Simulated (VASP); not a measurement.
# Ag2Au (Pn-3m) in VASP: notebook, part 2 of 2

VASP 6.6.1.

**5. Relaxation of cell and atoms, PBE**

INCAR

```
SYSTEM = Ag2Au
ALGO     = Fast           ! electronic algorithm
EDIFF    = 1E-6           ! SCF threshold, eV
EDIFFG   = -0.04          ! ionic threshold
ENCUT    = 600            ! plane-wave cutoff, eV
GGA      = PE             ! functional
IBRION   = 2              ! ionic algorithm
ISIF     = 3              ! what is computed and relaxed
ISMEAR   = 0              ! smearing method
LASPH    = .True.         ! aspherical terms in the spheres
LCHARG   = .False.        ! write CHGCAR
LREAL    = .False.        ! projectors in reciprocal space
LWAVE    = .False.        ! write WAVECAR
NELM     = 80             ! most SCF steps
NSW      = 90             ! ionic steps
PREC     = Accurate       ! precision mode
SIGMA    = 0.1            ! smearing width, eV
```

KPOINTS

```
k-points
0
Gamma
  4 4 4
  0 0 0
```

POSCAR

```
Ag2Au
1.0
    5.0649777684      0.0000000000      0.0000000000
    0.0000000000      5.0649777684      0.0000000000
    0.0000000000      0.0000000000      5.0649777684
Ag Au
4 2
Direct
    0.2500000000      0.2500000000      0.2500000000
    0.2500000000      0.7500000000      0.7500000000
    0.7500000000      0.7500000000      0.2500000000
    0.7500000000      0.2500000000      0.7500000000
    0.0000000000      0.0000000000      0.0000000000
    0.5000000000      0.5000000000      0.5000000000
```

Started as:

```sh
cat potpaw_PBE.64/Ag/POTCAR potpaw_PBE.64/Au/POTCAR > POTCAR
mpirun -np 1 vasp_std > vasp.out
```

Wall time 4.4 min (1 thread of Intel Xeon Platinum 8375C at 2.90GHz (Ice Lake), shared host); peak memory 0.28 GiB.

It converged, with:

```
Free energy                            : -11.7230 eV
Relaxed volume                         : 36.16 Å³/atom
Relaxed cell                           : a = 6.009 Å, b = 6.009 Å, c = 6.009 Å, α = 90.00°, β = 90.00°, γ = 90.00°
Space group after relaxing (to 0.05 Å) : Pn-3m (No. 224)
Energy gained by relaxing              : 1436.7 meV/atom
Ionic steps                            : 5
Pressure after relaxing                : 0.0 GPa
Band gap on the k mesh                 : zero (band 33 reaches 2.62 eV, above the bottom of band 34 at 0.71 eV)
```

The path:
```csv
step,energy change (eV),largest force (eV/Å),pressure (GPa),volume (Å³)
1,0.0000,0.0000,53.50,129.94
2,-6.7484,0.0000,-3.87,318.91
3,-8.1832,0.0000,0.45,213.31
4,-8.6174,0.0000,-0.34,219.93
5,-8.6202,0.0000,0.03,216.98
```

Final structure:
```yaml
crystal:
  lattice:
    - [6.00905, 0.00000, 0.00000]
    - [0.00000, 6.00905, 0.00000]
    - [0.00000, 0.00000, 6.00905]
  atoms:
    - { symbol: Ag, position: [0.25000, 0.25000, 0.25000] }
    - { symbol: Ag, position: [0.25000, 0.75000, 0.75000] }
    - { symbol: Ag, position: [0.75000, 0.75000, 0.25000] }
    - { symbol: Ag, position: [0.75000, 0.25000, 0.75000] }
    - { symbol: Au, position: [0.00000, 0.00000, 0.00000] }
    - { symbol: Au, position: [0.50000, 0.50000, 0.50000] }
```

Levels at points of the mesh, in eV from the Fermi level:
| k point | band 29 | band 30 | band 31 | band 32 | band 33 | band 34 | band 35 | band 36 |
| --- | --- | --- | --- | --- | --- | --- | --- | --- |
| (0.00, 0.00, 0.00) | -2.02 | -1.89 | -1.89 | -1.89 | 0.90 | 0.90 | 0.90 | 2.84 |
| (0.50, 0.00, 0.00) | -2.37 | -2.37 | -2.09 | -2.09 | 1.09 | 1.09 | 1.14 | 1.14 |
| (0.50, 0.50, 0.00) | -2.17 | -2.17 | -2.02 | -2.02 | -0.83 | -0.83 | 2.32 | 2.32 |
| (0.50, 0.50, 0.50) | -2.05 | -2.02 | -2.02 | -1.55 | 0.33 | 0.33 | 0.33 | 0.90 |

Caveat: the volume moved by over 15 % at a fixed basis, so the end points are rough; spin-orbit coupling is left out, which moves the levels of the heavy elements.

**6. Relaxation of cell and atoms, PBE**

This run uses another cell than the first one, of 36.08 Å³/atom, 1.666 times its volume.

INCAR

```
PREC     = Accurate       # precision mode
ENCUT    = 600            # plane-wave cutoff, eV
EDIFF    = 1E-6           # SCF threshold, eV
ISMEAR   = 0              # smearing method
SIGMA    = 0.1            # smearing width, eV
LREAL    = False          # projectors in reciprocal space
LASPH    = True           # aspherical terms in the spheres
NELM     = 80             # most SCF steps
ALGO     = Fast           # electronic algorithm
ISIF     = 3              # what is computed and relaxed
LWAVE    = False          # write WAVECAR
LCHARG   = False          # write CHGCAR
GGA      = PE             # functional
IBRION   = 2              # ionic algorithm
NSW      = 100            # ionic steps
EDIFFG   = -0.01          # ionic threshold
```

KPOINTS

```
regular mesh
0
Gamma
  6 6 6
```

Changes to POSCAR since step 5:

```diff
@@ -2,5 +2,5 @@
 1.0
-    5.0649777684      0.0000000000      0.0000000000
-    0.0000000000      5.0649777684      0.0000000000
-    0.0000000000      0.0000000000      5.0649777684
+    6.0044585846      0.0000000000      0.0000000000
+    0.0000000000      6.0044585846      0.0000000000
+    0.0000000000      0.0000000000      6.0044585846
 Ag Au
```

Potentials or basis: VASP PAW PBE potentials, release 64 (Ag, Au).

Started as:

```sh
cat potpaw_PBE.64/Ag/POTCAR potpaw_PBE.64/Au/POTCAR > POTCAR
mpirun -np 1 vasp_std > vasp.out
```

OUTCAR:

```text
PREC = Accurate
   ENCUT = 600
   EDIFF = 1E-6
   ISMEAR = 0
   LREAL = False
   LASPH = True
   NELM = 80
   ISIF = 3
   GGA = PE
   IBRION = 2
   NSW = 100
   EDIFFG = -0.01

 ion  position               nearest neighbor table
   1  0.250  0.250  0.250-   5 2.60   6 2.60
   2  0.250  0.750  0.750-   5 2.60   6 2.60
   3  0.750  0.750  0.250-   5 2.60   6 2.60
   4  0.750  0.250  0.750-   5 2.60   6 2.60
   5  0.000  0.000  0.000-   1 2.60   2 2.60   3 2.60   4 2.60
   6  0.500  0.500  0.500-   1 2.60   2 2.60   3 2.60   4 2.60

[... 1043 lines left out ...]
  -------------------------------------------------------------------------------------
  Total       -0.0319780     -0.0319780     -0.0319780     -0.0000000     -0.0000000     -0.0000000
  in kB       -0.2366682     -0.2366682     -0.2366682     -0.0000000     -0.0000000     -0.0000000
  external PRESSURE =      -0.2366682 kB  Pullay stress =       0.0000000 kB

 VOLUME and BASIS-vectors are now :
 -----------------------------------------------------------------------------
  energy-cutoff  :      600.00
  volume of cell :      216.48
      direct lattice vectors                 reciprocal lattice vectors
     6.004458585  0.000000000  0.000000000     0.166542909  0.000000000  0.000000000
     0.000000000  6.004458585  0.000000000     0.000000000  0.166542909  0.000000000
     0.000000000  0.000000000  6.004458585     0.000000000  0.000000000  0.166542909

 POSITION                                       TOTAL-FORCE (eV/Angst)
 -----------------------------------------------------------------------------------
      1.50111      1.50111      1.50111        -0.000000      0.000000      0.000000
      1.50111      4.50334      4.50334        -0.000000     -0.000000      0.000000
      4.50334      4.50334      1.50111         0.000000     -0.000000      0.000000
      4.50334      1.50111      4.50334         0.000000      0.000000     -0.000000
      0.00000      0.00000      0.00000        -0.000000     -0.000000     -0.000000
      3.00223      3.00223      3.00223         0.000000     -0.000000      0.000000
 -----------------------------------------------------------------------------------
    total drift:                               -0.000000     -0.000000      0.000000

  FREE ENERGIE OF THE ION-ELECTRON SYSTEM (eV)
  ---------------------------------------------------
  free  energy   TOTEN  =       -11.7913914777 eV

  energy  without entropy=      -11.7674968725  energy(sigma->0) =      -11.77944418

 reached required accuracy - stopping structural energy minimisation
```

OSZICAR:

```text
N       E                     dE             d eps       ncg     rms          rms(c)
DAV:   1     0.415573909636E+03    0.41557E+03   -0.33371E+04  1560   0.168E+03
DAV:   2     0.478552724321E+01   -0.41079E+03   -0.38756E+03  1700   0.322E+02
DAV:   3    -0.120525095119E+02   -0.16838E+02   -0.16380E+02  1811   0.578E+01
DAV:   4    -0.123309424001E+02   -0.27843E+00   -0.27832E+00  1631   0.796E+00
DAV:   5    -0.123357366816E+02   -0.47943E-02   -0.47905E-02  1777   0.104E+00    0.883E+00
RMM:   6    -0.118048553707E+02    0.53088E+00   -0.21644E+00  1560   0.783E+00    0.627E+00
RMM:   7    -0.117984519729E+02    0.64034E-02   -0.22583E-01  1560   0.174E+00    0.347E+00
RMM:   8    -0.117918186078E+02    0.66334E-02   -0.31168E-02  1560   0.847E-01    0.251E-01
RMM:   9    -0.117911602297E+02    0.65838E-03   -0.63019E-03  1563   0.355E-01    0.953E-02
RMM:  10    -0.117914401358E+02   -0.27991E-03   -0.22247E-03  1578   0.164E-01    0.122E-01
RMM:  11    -0.117913814870E+02    0.58649E-04   -0.52404E-04  1563   0.105E-01    0.335E-02
RMM:  12    -0.117913900121E+02   -0.85250E-05   -0.76829E-05  1580   0.378E-02    0.641E-03
RMM:  13    -0.117913915420E+02   -0.15299E-05   -0.18043E-05  1477   0.158E-02    0.492E-03
RMM:  14    -0.117913914777E+02    0.64234E-07   -0.29278E-06   987   0.703E-03
   1 F= -.11791391E+02 E0= -.11779444E+02  d E =-.117914E+02
```

CONTCAR:

```text
Ag2Au
   1.00000000000000
     6.0044585846000000    0.0000000000000000    0.0000000000000000
     0.0000000000000000    6.0044585846000000    0.0000000000000000
     0.0000000000000000    0.0000000000000000    6.0044585846000000
  Ag              Au
     4     2
Direct
     0.2500000000000000    0.2500000000000000    0.2500000000000000
     0.2500000000000000    0.7500000000000000    0.7500000000000000
     0.7500000000000000    0.7500000000000000    0.2500000000000000
     0.7500000000000000    0.2500000000000000    0.7500000000000000
     0.0000000000000000    0.0000000000000000    0.0000000000000000
     0.5000000000000000    0.5000000000000000    0.5000000000000000

  0.00000000E+00  0.00000000E+00  0.00000000E+00
  0.00000000E+00  0.00000000E+00  0.00000000E+00
  0.00000000E+00  0.00000000E+00  0.00000000E+00
  0.00000000E+00  0.00000000E+00  0.00000000E+00
  0.00000000E+00  0.00000000E+00  0.00000000E+00
  0.00000000E+00  0.00000000E+00  0.00000000E+00
```

Wall time 1.9 min (1 thread of Intel Xeon 6975P-C (Granite Rapids), shared host); peak memory 0.43 GiB.

Results:

| Item | Value |
| --- | --- |
| Free energy | -11.7914 eV |
| Pressure after relaxing | 0.0 GPa |
| Band gap on the k mesh | zero (band 33 reaches 2.64 eV, above the bottom of band 34 at 0.71 eV) |

Final structure:
```
Ag Au
1.0
     6.00446    0.00000    0.00000
     0.00000    6.00446    0.00000
     0.00000    0.00000    6.00446
Ag Au
4 2
Direct
  0.25000 0.25000 0.25000
  0.25000 0.75000 0.75000
  0.75000 0.75000 0.25000
  0.75000 0.25000 0.75000
  0.00000 0.00000 0.00000
  0.50000 0.50000 0.50000
```

Caveat: the relaxation stopped at its first step, so nothing moved; spin-orbit coupling is left out, which moves the levels of the heavy elements.

**7. Overview**

| task | cell | k mesh | cutoff (eV) | gap on the mesh (eV) | pressure (GPa) |
| --- | --- | --- | --- | --- | --- |
| single point | a = 5.065 Å, 6 atoms | 4 × 4 × 4 | 520 | none | 53.5 |
| single point | a = 6.004 Å, 6 atoms | 4 × 4 × 4 | 520 | none | 0.1 |
| single point | a = 6.004 Å, 6 atoms | 6 × 6 × 6 | 520 | none | 0.0 |
| relaxation of cell and atoms | relaxed from a = 5.065 Å, 6 atoms | 4 × 4 × 4 | 600 | none | 0.0 |
| relaxation of cell and atoms | relaxed from a = 6.004 Å, 6 atoms | 6 × 6 × 6 | 600 | none | 0.0 |

Alike in all rows: level PBE; potentials or basis VASP PAW PBE potentials, release 64 (Ag, Au); no spin polarisation; smearing gaussian 0.1 eV.

Caveats: spin-orbit coupling is left out, which moves the levels of the heavy elements; the volume moved by over 15 % at a fixed basis, so the end points are rough (some runs); the relaxation stopped at its first step, so nothing moved (some runs).

Total energies depend on the potentials used, so only differences within one code and one set of settings carry meaning.
